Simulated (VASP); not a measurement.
Set up this calculation in VASP 6.6.1, as the native input.

```yaml
Task: single point
Functional: PBEsol
Potentials_or_basis: VASP PAW PBE potentials, release 64 (Be, Te)
Cutoff: 600 eV
k_mesh: 8 × 8 × 8
Occupations: gaussian, width 0.01 eV
Spin: no spin polarisation
Dipole_correction: no
Further_INCAR_settings: ALGO = Normal; EDIFF = 1e-06; NBANDS = 11
```

The structure of BeTe lies in POSCAR:

```
BeTe
1.0
    0.0000000000      2.8027859738      2.7887720440
    2.8027859738      0.0000000000      2.7887720440
    2.8027859738      2.8027859738      0.0000000000
Be Te
1 1
Direct
    0.0000000000      0.0000000000      0.0000000000
    0.7500000000      0.7500000000      0.7500000000
```

This cell differs from its parent crystal: z stretched by -0.5 %, x and y held.

The input as run:

INCAR

```
SYSTEM = BeTe
PREC = Accurate ; ENCUT = 600
EDIFF = 1E-6 ; ISMEAR = 0
SIGMA = 0.01 ; LREAL = .FALSE.
LASPH = .TRUE. ; NELM = 120
ALGO = Normal ; ISIF = 2
LWAVE = .FALSE. ; LCHARG = .FALSE.
GGA = PS ; NBANDS = 11
GGA_COMPAT = .FALSE.
```

KPOINTS

```
Automatic mesh
0
G
  8 8 8
  0 0 0
```

Potentials or basis: VASP PAW PBE potentials, release 64 (Be, Te).

The run is started by

```sh
$ cat potpaw_PBE.64/Be/POTCAR potpaw_PBE.64/Te/POTCAR > POTCAR
$ mpirun -np 1 vasp_std > vasp.out
```

Results of the run:

| Quantity | Value |
| --- | --- |
| Pressure | 0.5 GPa |
| Band gap on the k mesh | 1.76 eV (least direct gap 3.56 eV) |

Caveat: the cell differs from its parent crystal (z stretched by -0.5 %, x and y held); the PAW data sets were made with another functional, which shifts forces and pressure a little; spin-orbit coupling is left out, which moves the levels of the heavy elements.

It took 24 s on 1 thread of Intel Xeon 8259CL, on a shared host, peak memory 0.2 GiB.
